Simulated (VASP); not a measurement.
Write the native input for VASP 6.6.1 that does the following.

- Task: single point
- Functional: PBE
- Potentials or basis: VASP PAW PBE potentials, release 64 (Fe, I)
- Cutoff: 520 eV
- k mesh: 4 × 4 × 4
- Occupations: gaussian, width 0.1 eV
- Spin: collinear spin, ferromagnetic start
- Starting moments: [4.0, 0.0, 0.0, 0.0] μB
- Dipole correction: no
- Further INCAR settings: ALGO = Normal; EDIFF = 1e-06; NBANDS = 26

The structure of FeI3 lies in POSCAR:

```
FeI3
1.0
    5.1331423410      0.0000000000      0.0000000000
    0.0000000000      5.1331423410      0.0000000000
    0.0000000000      0.0000000000      5.1331423410
Fe I
1 3
Direct
    0.0000000000      0.0000000000      0.0000000000
    0.0000000000      0.5000000000      0.5000000000
    0.5000000000      0.0000000000      0.5000000000
    0.5000000000      0.5000000000      0.0000000000
```

The input as run:

INCAR

```
PREC     = Accurate       # precision mode
ENCUT    = 520            # plane-wave cutoff, eV
EDIFF    = 1E-6           # SCF threshold, eV
ISMEAR   = 0              # smearing method
SIGMA    = 0.1            # smearing width, eV
LREAL    = F              # projectors in reciprocal space
LASPH    = T              # aspherical terms in the spheres
NELM     = 150            # most SCF steps
ALGO     = Normal         # electronic algorithm
ISIF     = 2              # what is computed and relaxed
LWAVE    = F              # write WAVECAR
LCHARG   = T              # write CHGCAR
ISPIN    = 2              # spin polarisation
MAGMOM   = 4 0 0 0        # initial moments
LORBIT   = 11             # projections on sites
LMAXMIX  = 4              # l up to which the mixer works
GGA      = PE             # functional
LELF     = T              # ELF
LVHAR    = T            
NBANDS   = 26             # bands
```

KPOINTS

```
Automatic mesh
0
Gamma
  4 4 4
```

Potentials or basis: VASP PAW PBE potentials, release 64 (Fe, I).

Run with:

```bash
$ cat potpaw_PBE.64/Fe/POTCAR potpaw_PBE.64/I/POTCAR > POTCAR
$ mpirun -np 1 vasp_std > vasp.out
```

It gave:

```yaml
Pressure: -1.1 GPa
Net_moment: 3.95 μB per cell
Site_moments: Fe +3.40; I +0.09 μB
Valence_electrons_inside_the_program's_atomic_spheres: Fe 6.36; I 4.21
```

Wall time 3.9 min on 1 thread of AMD EPYC 7R43 64-Core Processor (Zen 3), with other jobs on the host, peak memory 0.26 GiB.
